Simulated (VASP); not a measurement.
The system is NbP.

```
Nb P
1.0
     0.00000    3.32687    0.00000
     3.32687    0.00000    0.00000
     1.66343    1.66343   -5.69319
Nb P
2 2
Direct
  0.00000 0.00000 0.00000
  0.75000 0.25000 0.50000
  0.50000 0.50000 0.00000
  0.25000 0.75000 0.50000
```

| Property | Result |
| --- | --- |
| Program | VASP 6.6.1 |
| Task | relaxation of cell and atoms |
| Functional | PBE |
| Potentials or basis | VASP PAW PBE potentials, release 64 (Nb_sv, P) |
| Cutoff | 600 eV |
| k mesh | 6 × 6 × 6 |
| Occupations | fermi-dirac, width 0.1 eV |
| Spin | no spin polarisation |

At the start: pressure 18.5 GPa; volume 15.75 Å³/atom.

**Question.** How do energy, volume and symmetry change on relaxing?

**Answer.** Over 10 steps the energy falls by 201.0 meV/atom and the volume is 16.04 Å³/atom (+1.8 %); space group I4_1/amd (No. 141, to 0.05 Å).

The path:
| step | energy change (eV) | largest force (eV/Å) | pressure (GPa) | volume (Å³) |
| --- | --- | --- | --- | --- |
| 1 | 0.0000 | 0.0000 | 18.47 | 63.01 |
| 2 | 0.8763 | 0.0000 | -24.25 | 80.07 |
| 3 | -0.6375 | 0.0000 | -6.00 | 69.03 |
| 4 | -0.6416 | 0.0000 | -4.76 | 68.62 |
| 5 | -0.6417 | 0.0000 | -4.41 | 68.50 |
| 6 | -0.7879 | 0.0000 | -1.26 | 65.30 |
| 7 | -0.8032 | 0.0000 | 0.40 | 64.15 |
| 8 | -0.8034 | 0.0000 | 0.60 | 64.00 |
| 9 | -0.8029 | 0.0000 | -0.81 | 64.40 |
| 10 | -0.8040 | 0.0000 | -0.01 | 64.17 |

Final structure:
```
Nb P
1.0
     0.00000    3.50518    0.00000
     3.50518    0.00000    0.00000
     1.75259    1.75259   -5.22297
Nb P
2 2
Direct
  0.00000 0.00000 0.00000
  0.75000 0.25000 0.50000
  0.50000 0.50000 0.00000
  0.25000 0.75000 0.50000
```
